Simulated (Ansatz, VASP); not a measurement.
# InGa2P3: VASP beside Ansatz

File INCAR:

```
SYSTEM = InGa2P3
PREC = Accurate
ENCUT = 520
EDIFF = 1E-6
ISMEAR = -1
SIGMA = 0.02
LREAL = .False.
LASPH = .True.
NELM = 100
ALGO = Normal
ISIF = 2
LWAVE = .False.
LCHARG = .True.
GGA = PE
LELF = .True.
LVHAR = .True.
NBANDS = 36
```

Contents of KPOINTS:

```
regular mesh
0
Gamma
  12 12 4
  0 0 0
```

File POSCAR:

```
InGa2P3
1.0
    3.9600764336      0.0000000000      0.0000000000
   -1.9800382168      3.4295267924      0.0000000000
    0.0000000000      0.0000000000      9.7403922071
Ga In P
2 1 3
Direct
    0.0000000000      0.0000000000     -0.0067803703
    0.6666666667      0.3333333333      0.6739630610
    0.3333333333      0.6666666667      0.3350726180
    0.6666666667      0.3333333333      0.9165128973
    0.3333333333      0.6666666667      0.5968302630
    0.0000000000      0.0000000000      0.2344015311
```

Input for Ansatz:

```yaml
crystal:
  lattice:
    - [3.9600764336, 0.0, 0.0]
    - [-1.9800382168, 3.4295267924, 0.0]
    - [0.0, 0.0, 9.7403922071]
  atoms:
    - { symbol: Ga, position: [0.0, 0.0, -0.0067803703] }
    - { symbol: Ga, position: [0.6666666667, 0.3333333333, 0.673963061] }
    - { symbol: In, position: [0.3333333333, 0.6666666667, 0.335072618] }
    - { symbol: P, position: [0.6666666667, 0.3333333333, 0.9165128973] }
    - { symbol: P, position: [0.3333333333, 0.6666666667, 0.596830263] }
    - { symbol: P, position: [0.0, 0.0, 0.2344015311] }
kpoints:
  mp_grid: { grid: [12, 12, 4] }
  band_path:
    path:
      - [[0.0, 0.0, 0.0], [0.5, 4.972037851802e-17, -1.02663508478e-18], [0.3333333333333, 0.3333333333333, -2.05327016956e-18], [0.0, 0.0, 0.0], [3.69931640869e-51, -1.023779043137e-35, 0.5], [0.5, 4.959312356984e-17, 0.5], [0.3333333333333, 0.3333333333333, 0.5], [3.69931640869e-51, -1.023779043137e-35, 0.5]]
      - [[0.5, 4.959312356984e-17, 0.5], [0.5, 4.972037851802e-17, -1.02663508478e-18]]
      - [[0.3333333333333, 0.3333333333333, 0.5], [0.3333333333333, 0.3333333333333, -2.05327016956e-18]]
    npoints: 10
hamiltonian:
  xc: pbe
scf:
  occupations: { method: fermi_dirac, width: 0.02 }
  n_extra_bands: 5
output:
  forces: true
  stress: true
  eigenvalues: true
```

Alike in both runs: task single point; functional PBE; k mesh 12 × 12 × 4; occupations fermi-dirac, width 0.02 eV; no spin polarisation.

```csv
,VASP,Ansatz
version,VASP 6.6.1,Ansatz 0.2.0
potentials or method,"VASP PAW PBE potentials, release 64 (Ga_d, In_d, P)","plane waves, PAW"
plane-wave cutoff (eV),520,420
valence electrons in the cell,54,54
```

```tsv
	VASP	Ansatz	Ansatz less VASP
gap on the k mesh at the Fermi level (eV)	0.95	0.96	+0.007
pressure (GPa)	2.1	2.1	+0.03
traceless stress, the component that is largest in VASP (GPa)	0.10	0.11	+0.013
rms of the force components (eV/Å)	0.017	0.018	+0.0013
```

Atom by atom the forces differ by 0.002 eV/Å (rms over components). With one functional, cell and mesh, what is left measures potentials, basis and numerics.
